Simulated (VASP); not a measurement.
# AlN (Cm) in VASP: notebook

The runs below take AlN through single point, with PBE.

All numbers are computed with VASP 6.6.1; they aren't measurements. Logs are shortened: lines on timing, memory, paths and dates and some standing lists are left out, and cuts for length are marked.

### Step 1. The cell of the first run

Symmetry: Cm, No. 8, monoclinic system. The conventional cell has a = 5.388 Å, b = 3.111 Å, c = 4.978 Å, α = 90.00°, β = 90.00°, γ = 90.00°. Within 2.5 Å of Al (site symmetry m) lie 4 N at 1.89 to 1.96 Å. Al (site symmetry m) has 4 N at 1.77 to 1.93 Å within 2.3 Å. Within 2.3 Å of N (site symmetry m) lie 4 Al at 1.77 to 1.96 Å. N (site symmetry m) has 4 Al at 1.89 to 1.92 Å within 2.5 Å.

### Step 2. Single point, PBE (atom 3 (N) moved +0.120 Å towards its neighbour atom 2 (Al) at 1.885 Å)

The input, INCAR:

```
SYSTEM = AlN
ALGO = Normal ; EDIFF = 1E-7
ENCUT = 520 ; GGA = PE
ISIF = 2 ; ISMEAR = 0
LASPH = .TRUE. ; LCHARG = .TRUE.
LELF = .TRUE. ; LREAL = .FALSE.
LVHAR = .TRUE. ; LWAVE = .FALSE.
NBANDS = 16 ; NELM = 80
PREC = Accurate ; SIGMA = 0.05
```

The input, KPOINTS:

```
k-points
0
G
  12 12 6
  0 0 0
```

The input, POSCAR:

```
AlN
1.0
    3.1110021516      0.0000000000      0.0000000000
   -1.5555010758      2.6942068945      0.0000000000
    0.0000000000      0.0000000000      4.9780000000
Al N
2 2
Direct
    0.3333333333      0.6666666667      0.0000000000
    0.6666666667      0.3333333333      0.5000000000
    0.2908966478      0.6454483239      0.3923203283
    0.6666666667      0.3333333333      0.8850000000
```

Potentials or basis: VASP PAW PBE potentials, release 64 (Al, N).

On the command line:

```bash
$ cat potpaw_PBE.64/Al/POTCAR potpaw_PBE.64/N/POTCAR > POTCAR
$ mpirun -np 1 vasp_std > vasp.out
```

OUTCAR:

```text
SYSTEM = AlN
   EDIFF = 1E-7
   ENCUT = 520
   GGA = PE
   ISIF = 2
   ISMEAR = 0
   LASPH = .TRUE.
   LREAL = .FALSE.
   NELM = 80
   PREC = Accurate

 ion  position               nearest neighbor table
   1  0.333  0.667  0.000-   4 1.89   4 1.89   4 1.89   3 1.96   2 3.07   2 3.07   2 3.07   2 3.07
                             2 3.07   2 3.07
   2  0.667  0.333  0.500-   3 1.77   4 1.92   3 1.93   3 1.93   1 3.07   1 3.07   1 3.07   1 3.07
                             1 3.07   1 3.07
   3  0.291  0.645  0.392-   2 1.77   2 1.93   2 1.93   1 1.96
   4  0.667  0.333  0.885-   1 1.89   1 1.89   1 1.89   2 1.92

  LATTYP: Found a hexagonal cell.
 ALAT       =     3.1110021516
 C/A-ratio  =     1.6001274694

  Lattice vectors:

 A1 = (   3.1110021516,   0.0000000000,   0.0000000000)
 A2 = (  -1.5555010758,   2.6942068945,   0.0000000000)
 A3 = (   0.0000000000,   0.0000000000,   4.9780000000)

Analysis of symmetry for initial positions (statically):
=====================================================================
 Subroutine PRICEL returns:
 Original cell was already a primitive cell.

 Routine SETGRP: Setting up the symmetry group for a
 hexagonal supercell.

 Subroutine GETGRP returns: Found  2 space group operations
 (whereof  2 operations were pure point group operations)
 out of a pool of 24 trial point group operations.

The static configuration has the point symmetry C_1h.

Analysis of symmetry for dynamics (positions and initial velocities):
=====================================================================
 Subroutine PRICEL returns:
 Original cell was already a primitive cell.

 Routine SETGRP: Setting up the symmetry group for a
 hexagonal supercell.

 Subroutine GETGRP returns: Found  2 space group operations
 (whereof  2 operations were pure point group operations)
 out of a pool of 24 trial point group operations.

The dynamic configuration has the point symmetry C_1h.

 Subroutine INISYM returns: Found  2 space group operations
 (whereof  2 operations are pure point group operations),
 and found     1 'primitive' translations

----------------------------------------------------------------------------------------

                                     Primitive cell

  volume of cell :      41.7240

  direct lattice vectors                    reciprocal lattice vectors
     3.111002152  0.000000000  0.000000000     0.321439829  0.185583372  0.000000000
    -1.555501076  2.694206895  0.000000000     0.000000000  0.371166744  0.000000000
     0.000000000  0.000000000  4.978000000     0.000000000  0.000000000  0.200883889

  length of vectors
     3.111002152  3.111002152  4.978000000     0.371166744  0.371166744  0.200883889

  position of ions in fractional coordinates (direct lattice)
     0.333333333  0.666666667  0.000000000
     0.666666667  0.333333333  0.500000000
     0.290896648  0.645448324  0.392320328
     0.666666667  0.333333333  0.885000000

  ion indices of the primitive-cell ions
   primitive index   ion index
                 1           1
                 2           2
                 3           3
                 4           4

----------------------------------------------------------------------------------------

 KPOINTS: k-points

Automatic generation of k-mesh.
 Grid dimensions read from file:
 generate k-points for:   12   12    6

 Generating k-lattice:

  Cartesian coordinates                     Fractional coordinates (reciprocal lattice)
     0.026786652  0.015465281  0.000000000     0.083333333  0.000000000  0.000000000
     0.000000000  0.030930562  0.000000000     0.000000000  0.083333333  0.000000000
     0.000000000  0.000000000  0.033480648     0.000000000  0.000000000  0.166666667

  Length of vectors
     0.030930562  0.030930562  0.033480648

  Shift w.r.t. Gamma in fractional coordinates (k-lattice)
     0.000000000  0.000000000  0.000000000

 Subroutine IBZKPT returns following result:
 ===========================================

 Found    242 irreducible k-points:

 Following reciprocal coordinates:
            Coordinates               Weight
  0.000000  0.000000  0.000000      1.000000
  0.083333  0.000000  0.000000      2.000000
  0.000000  0.083333  0.000000      4.000000
  0.166667 -0.000000  0.000000      2.000000
  0.000000  0.166667  0.000000      4.000000
  0.250000 -0.000000  0.000000      2.000000
[... 16 lines left out ...]
 -0.083333  0.416667  0.000000      4.000000
 -0.416667  0.333333  0.000000      4.000000
 [... further k-points ...]
   k-points           NKPTS =    242   k-points in BZ     NKDIM =    242   number of bands    NBANDS=     16
   number of dos      NEDOS =    301   number of ions     NIONS =      4
   total plane-waves  NPLWV =  23040
   dimension x,y,z NGX =    24 NGY =   24 NGZ =   40
   dimension x,y,z NGXF=    48 NGYF=   48 NGZF=   80
   ions per type =               2   2
   NGX,Y,Z   is equivalent  to a cutoff of  12.83, 12.83, 13.36 a.u.
   NGXF,Y,Z  is equivalent  to a cutoff of  25.65, 25.65, 26.72 a.u.
 SYSTEM =  AlN
   PREC   = accura    normal or accurate (medium, high low for compatibility)
   ISTART =      0    job   : 0-new  1-cont  2-samecut
   ICHARG =      2    charge: 1-file 2-atom 10-const
   ISPIN  =      1    spin polarized calculation?
   LNONCOLLINEAR =      F non collinear calculations
   LSORBIT =      F    spin-orbit coupling
   LASPH  =      T    aspherical Exc in radial PAW
   ENCUT  =  520.0 eV  38.22 Ry    6.18 a.u.   5.78  5.78  9.26*2*pi/ulx,y,z
   NELM   =     80;   NELMIN=  2; NELMDL= -5     # of ELM steps
   EDIFF  = 0.1E-06   stopping-criterion for ELM
   LREAL  =      F    real-space projection
   EDIFFG = 0.1E-05   stopping-criterion for IOM
   NSW    =      0    number of steps for IOM
   IBRION =     -1    ionic relax: 0-MD 1-quasi-New 2-CG
   NFREE  =      0    steps in history (QN), initial steepest desc. (CG)
   ISIF   =      2    stress and relaxation
   ISYM   =      2    0-nonsym 1-usesym 2-fastsym
   POTIM  = 0.5000    time-step for ionic-motion
   TEBEG  =    0.0;   TEEND  =   0.0 temperature during run
   PSTRESS=    0.0 pullay stress
   NELECT =      16.0000    total number of electrons
   NUPDOWN=      -1.0000    fix difference up-down
   EMIN   =  10.00;   EMAX   =-10.00  energy-range for DOS
   EFERMI =   0.00;   METHOD = LEGACY
   ISMEAR =     0;   SIGMA  =   0.05  broadening in eV -4-tet -1-fermi 0-gaus
   EFERMI_NEDOS =   21; number of points for ismear=-14 and -15
   IALGO  =     38    algorithm
   IMIX   =      4    mixing-type and parameters
     AMIX     =   0.40;   BMIX     =  1.00
     AMIX_MAG =   1.60;   BMIX_MAG =  1.00
  volume/ion in A,a.u.               =      10.43        70.39
  Fermi-wavevector in a.u.,A,eV,Ry     =   1.189377  2.247596 19.247033  1.414617
  Thomas-Fermi vector in A             =   2.325485
   LORBIT       =      0    0 simple, 1 ext, 2 COOP (PROOUT), +10 PAW based schemes
   GGA     = PE    functional components
   LHFCALC =     F    Hartree Fock is set to
   AEXX    =    0.0000 exact exchange contribution
   IVDW    =     0    specifies the selected vdW correction
   LEPSILON=     F    determine dielectric tensor
   LRPA    =     F    only Hartree local field effects (RPA)
 non-spin polarized calculation
 Gauss-broadening in eV      SIGMA  =   0.05
  energy-cutoff  :      520.00
  volume of cell :       41.72
 maximum number of plane-waves:      1152
   NGX = 11   NGY = 11   NGZ = 19

 number of electron      15.9999997 magnetization

 Free energy of the ion-electron system (eV)
  ---------------------------------------------------
  ext. energy  EPLUGINS =         0.00000000
  ---------------------------------------------------
  free energy    TOTEN  =       -29.61817175 eV

  energy without entropy =      -29.61817175  energy(sigma->0) =      -29.61817175

 E-fermi :   6.5703     XC(G=0): -10.9144

 val. band max:        6.2948332786   @ k =   0.0000   0.0000   0.0000
 cond. band min:      10.3613928732   @ k =   0.0000   0.0000   0.0000
 fundamental gap:      4.0665595946
 Fermi energy:         6.5703243137

 k-point     1 :       0.0000    0.0000    0.0000
  band No.  band energies     occupation
      1      -9.0358      2.00000
      2      -6.8870      2.00000
      3       0.2035      2.00000
      4       5.0585      2.00000
      5       5.3941      2.00000
      6       5.8629      2.00000
[... 8 lines left out ...]
     15      19.2268      0.00000
     16      19.6448      0.00000

 k-point     2 :       0.0833    0.0000    0.0000
  band No.  band energies     occupation
      1      -8.9464      2.00000
      2      -6.8373      2.00000
      3       0.3100      2.00000
      4       4.6893      2.00000
      5       5.2642      2.00000
      6       5.4472      2.00000
[... 8 lines left out ...]
     15      19.0725      0.00000
     16      19.6098      0.00000

 k-point     3 :       0.0000    0.0833    0.0000
  band No.  band energies     occupation
      1      -8.9476      2.00000
      2      -6.8359      2.00000
      3       0.3083      2.00000
      4       4.7992      2.00000
      5       5.1150      2.00000
      6       5.5409      2.00000
[... 8 lines left out ...]
     15      19.2842      0.00000
     16      19.5167      0.00000

 k-point     4 :       0.1667   -0.0000    0.0000
  band No.  band energies     occupation
      1      -8.6854      2.00000
      2      -6.7026      2.00000
      3       0.6249      2.00000
      4       3.7788      2.00000
      5       4.5343      2.00000
      6       4.9723      2.00000
[... 8 lines left out ...]
     15      18.7537      0.00000
     16      18.9845      0.00000

 k-point     5 :       0.0000    0.1667    0.0000
  band No.  band energies     occupation
      1      -8.6909      2.00000
      2      -6.6960      2.00000
      3       0.6168      2.00000
      4       3.8331      2.00000
      5       4.6390      2.00000
      6       4.8591      2.00000
[... 8 lines left out ...]
     15      18.6680      0.00000
     16      19.1347      0.00000

 k-point     6 :       0.2500   -0.0000    0.0000
  band No.  band energies     occupation
      1      -8.2772      2.00000
      2      -6.5279      2.00000
      3       1.1320      2.00000
      4       2.6893      2.00000
      5       3.5320      2.00000
      6       4.6463      2.00000
[... 8 lines left out ...]
     15      18.1709      0.00000
     16      19.5905      0.00000

 k-point     7 :       0.0000    0.2500    0.0000
  band No.  band energies     occupation
      1      -8.2921      2.00000
      2      -6.5089      2.00000
      3       1.1094      2.00000
      4       2.6509      2.00000
      5       3.7380      2.00000
      6       4.5120      2.00000
[... 8 lines left out ...]
     15      18.6590      0.00000
     16      19.4755      0.00000

 k-point     8 :       0.3333   -0.0000    0.0000
  band No.  band energies     occupation
      1      -7.7709      2.00000
      2      -6.3931      2.00000
      3       1.7082      2.00000
      4       1.8030      2.00000
      5       2.6396      2.00000
      6       4.3667      2.00000
[... 8 lines left out ...]
     15      18.0894      0.00000
     16      20.6998      0.00000

 k-point     9 :       0.0000    0.3333    0.0000
  band No.  band energies     occupation
      1      -7.8060      2.00000
      2      -6.3476      2.00000
      3       1.5827      2.00000
      4       1.7580      2.00000
      5       2.9000      2.00000
      6       4.2401      2.00000
[... 8 lines left out ...]
     15      18.5621      0.00000
     16      20.5673      0.00000
[... 172 lines left out ...]
 k-point    19 :       0.2500    0.0833    0.0000
  band No.  band energies     occupation
      1      -7.9785      2.00000
      2      -6.4283      2.00000
      3       1.5162      2.00000
      4       2.2177      2.00000
      5       2.9194      2.00000
      6       4.3763      2.00000
[... 8 lines left out ...]
     15      18.3198      0.00000
     16      20.2699      0.00000

 k-point    20 :      -0.0833    0.3333    0.0000
  band No.  band energies     occupation
      1      -8.0043      2.00000
      2      -6.3951      2.00000
      3       1.4757      2.00000
      4       2.1409      2.00000
      5       3.1243      2.00000
      6       4.2856      2.00000
[... 8 lines left out ...]
     15      19.1051      0.00000
     16      20.3712      0.00000

 k-point    21 :      -0.3333    0.2500    0.0000
  band No.  band energies     occupation
      1      -7.9953      2.00000
      2      -6.4065      2.00000
      3       1.4893      2.00000
      4       2.1283      2.00000
      5       3.1129      2.00000
      6       4.3131      2.00000
[... 8 lines left out ...]
     15      18.4388      0.00000
     16      20.0809      0.00000

 k-point    22 :       0.3333    0.0833    0.0000
  band No.  band energies     occupation
      1      -7.4614      2.00000
      2      -6.3583      2.00000
      3       1.4007      2.00000
      4       2.1690      2.00000
      5       2.3194      2.00000
      6       4.0348      2.00000
[... 8 lines left out ...]
     15      18.2979      0.00000
     16      21.0350      0.00000

 k-point    23 :      -0.0833    0.4167    0.0000
  band No.  band energies     occupation
      1      -7.5176      2.00000
      2      -6.2869      2.00000
      3       1.2425      2.00000
      4       2.1412      2.00000
      5       2.5416      2.00000
      6       3.9330      2.00000
[... 8 lines left out ...]
     15      18.8868      0.00000
     16      21.1544      0.00000

 k-point    24 :      -0.4167    0.3333    0.0000
  band No.  band energies     occupation
      1      -7.5069      2.00000
      2      -6.3003      2.00000
      3       1.2422      2.00000
      4       2.1594      2.00000
      5       2.5350      2.00000
      6       3.9412      2.00000
[... 8 lines left out ...]
     15      18.5346      0.00000
     16      20.7744      0.00000

 [... further k-points ...]
[... 5 lines left out ...]
  --------------------------------------------------------------------------------------
  -------------------------------------------------------------------------------------
  Total        2.5237991      0.9520630      0.4025664      1.3611634     -0.4123932     -0.7142860
  in kB       96.9123714     36.5586495     15.4583069     52.2678563    -15.8356523    -27.4281545
  external PRESSURE =      49.6431093 kB  Pullay stress =       0.0000000 kB

 VOLUME and BASIS-vectors are now :
 -----------------------------------------------------------------------------
  energy-cutoff  :      520.00
  volume of cell :       41.72
      direct lattice vectors                 reciprocal lattice vectors
     3.111002152  0.000000000  0.000000000     0.321439829  0.185583372  0.000000000
    -1.555501076  2.694206895  0.000000000     0.000000000  0.371166744  0.000000000
     0.000000000  0.000000000  4.978000000     0.000000000  0.000000000  0.200883889

 POSITION                                       TOTAL-FORCE (eV/Angst)
 -----------------------------------------------------------------------------------
     -0.00000      1.79614      0.00000        -0.161109     -0.093016      0.369726
      1.55550      0.89807      2.48900        -1.877144     -1.083770      0.622352
     -0.09902      1.73897      1.95297         2.125263      1.227021     -1.065978
      1.55550      0.89807      4.40553        -0.087010     -0.050235      0.073899
 -----------------------------------------------------------------------------------
    total drift:                                0.000093      0.000053      0.000481

  FREE ENERGIE OF THE ION-ELECTRON SYSTEM (eV)
  ---------------------------------------------------
  free  energy   TOTEN  =       -29.6181717493 eV

  energy  without entropy=      -29.6181717493  energy(sigma->0) =      -29.61817175
```

It took 4.9 min on 1 thread of AMD EPYC 7R13, shared host; peak memory 0.23 GiB.

What came out:

* Free energy: -29.6182 eV
* Pressure: 5.0 GPa
* Largest force: 2.676 eV/Å
* Band gap on the k mesh: 4.07 eV, direct

Forces on the atoms (eV/Å):
```
Al  -0.161 -0.093  0.370
Al  -1.877 -1.084  0.622
N    2.125  1.227 -1.066
N   -0.087 -0.050  0.074
```

Levels at points of the mesh, in eV from the valence-band top:
| k point | band 5 | band 6 | band 7 | band 8 | band 9 | band 10 | band 11 | band 12 |
| --- | --- | --- | --- | --- | --- | --- | --- | --- |
| (0.00, 0.00, 0.00) | -0.90 | -0.43 | -0.35 | 0.00 | 4.07 | 6.54 | 10.47 | 10.88 |
| (0.50, 0.00, 0.00) | -3.25 | -2.18 | -2.12 | -0.76 | 5.58 | 6.15 | 8.20 | 9.92 |
| (0.00, 0.50, 0.00) | -3.52 | -2.30 | -1.69 | -0.92 | 5.51 | 5.78 | 7.90 | 10.15 |
| (0.00, 0.00, 0.50) | -0.98 | -0.72 | -0.70 | -0.53 | 6.32 | 6.39 | 9.97 | 10.40 |
| (0.50, 0.00, 0.50) | -1.63 | -1.46 | -1.41 | -1.27 | 5.01 | 5.07 | 8.96 | 9.20 |
| (0.00, 0.50, 0.50) | -1.80 | -1.63 | -1.53 | -1.40 | 5.24 | 5.33 | 8.95 | 9.07 |

Caveat: the cell differs from its parent crystal (atom 3 (N) moved +0.120 Å towards its neighbour atom 2 (Al) at 1.885 Å); forces of over 1 eV/Å act on the atoms, so gaps and moduli don't describe the material at rest. A k mesh can miss the band edges.

(Part 1 of 2 ends here.)
